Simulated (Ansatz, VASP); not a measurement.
One calculation of AlN, two programs

```
CELL_PARAMETERS angstrom
-1.65675 2.86957 0.00000
0.00000 0.00000 4.18746
4.97025 2.86957 0.00000
ATOMIC_POSITIONS crystal
Al 0.45688 0.75000 0.25370
Al 0.00000 0.75000 0.66667
Al 0.00000 0.25000 0.33333
Al 0.50000 0.25000 0.83333
N 0.50000 0.25000 0.16667
N 0.00000 0.25000 0.66667
N 0.00000 0.75000 0.33333
N 0.50000 0.75000 0.83333
```

Alike in both runs: task single point; functional PBE; k mesh 8 × 6 × 4; occupations gaussian, width 0.05 eV; no spin polarisation.

|  | VASP | Ansatz |
| --- | --- | --- |
| version | VASP 6.6.1 | Ansatz 0.2.0 |
| potentials or method | VASP PAW PBE potentials, release 64 (Al, N), cutoff 520 eV | scalar-relativistic, plane waves, PAW |
| valence electrons in the cell | 32 | 32 |

```csv
,VASP,Ansatz,Ansatz less VASP
gap on the k mesh at the Fermi level (eV),2.42,2.41,-0.007
least direct gap on the mesh (eV),2.42,2.41,-0.007
pressure (GPa),8.6,8.7,+0.10
"traceless stress, the component that is largest in VASP (GPa)",-15.25,-15.16,+0.094
rms of the force components (eV/Å),2.699,2.689,-0.0102
```

Atom by atom the forces differ by 0.012 eV/Å (rms over components).
